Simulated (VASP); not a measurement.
## Cd: single point with RPBE

Crystal: Cd.

```
Cd
1.0
     3.09307    0.00000    0.00000
    -1.54653    2.67868    0.00000
     0.00000    0.00000   10.43074
Cd
4
Direct
  0.66667 0.33333 0.75000
  0.00000 0.00000 0.50000
  0.33333 0.66667 0.25000
  0.00000 0.00000 0.00000
```

| Item | Value |
| --- | --- |
| Program | VASP 6.6.1 |
| Task | single point |
| Functional | RPBE |
| Potentials or basis | VASP PAW PBE potentials, release 64 (Cd) |
| Cutoff | 520 eV |
| k mesh | 6 × 6 × 2 |
| Occupations | fermi-dirac, width 0.05 eV |
| Spin | no spin polarisation |

```json
{
 "Pressure": "6.0 GPa",
 "Band gap on the k mesh": "zero (bands 24 and 25 overlap by 2.31 eV)"
}
```

Stress tensor (GPa, compression positive):
```
4.54 0.00 0.00
0.00 4.54 0.00
0.00 0.00 8.91
```

Levels at points of the mesh, in eV from the Fermi level:
```
           k point  band 21  band 22  band 23  band 24  band 25  band 26  band 27  band 28
(0.00, 0.00, 0.00)    -8.52    -7.24    -7.24    -2.63    -1.78     5.60     5.60    13.06
(0.50, 0.00, 0.00)    -2.67    -2.51    -1.66    -1.65    -0.45    -0.32     2.88     3.45
(0.00, 0.00, 0.50)    -8.53    -8.53    -5.13    -5.13     1.42     1.42    10.18    10.18
(0.50, 0.00, 0.50)    -2.44    -2.44    -2.08    -2.08     0.52     0.52     1.53     1.53
```

It took 22 s on 1 thread of Intel(R) Xeon(R) Platinum 8488C (Sapphire Rapids) (shared host), peak memory 0.2 GiB.

Caveat: the k points lie up to 0.39 Å⁻¹ apart, too coarse for converged energies and pressures of a metal; the PAW data sets were made with another functional, which shifts forces and pressure a little.
